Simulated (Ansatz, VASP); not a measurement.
One calculation of Y, two programs

```
Y
1.0
    -2.01508    2.01508    2.01508
     2.01508   -2.01508    2.01508
     2.01508    2.01508   -2.01508
Y
1
Direct
  0.00000 0.00000 0.00000
```

Alike in both runs: task single point; functional PBEsol; k mesh 13 × 13 × 13; occupations fermi-dirac, width 0.1 eV; no spin polarisation.

|  | VASP | Ansatz |
| --- | --- | --- |
| version | VASP 6.6.1 | Ansatz 0.2.0 |
| potentials or method | VASP PAW PBE potentials, release 64 (Y_sv), cutoff 520 eV | plane waves (420 eV) with PAW, scalar-relativistic |
| valence electrons in the cell | 11 | 11 |

VASP gave:

```
pressure (GPa) : -1.6
```

Q: Estimate Ansatz's values.

A: Pressure (GPa): -1.5.

VASP's potentials were made for PBE, not for PBEsol, and Ansatz warns of the same on its side.
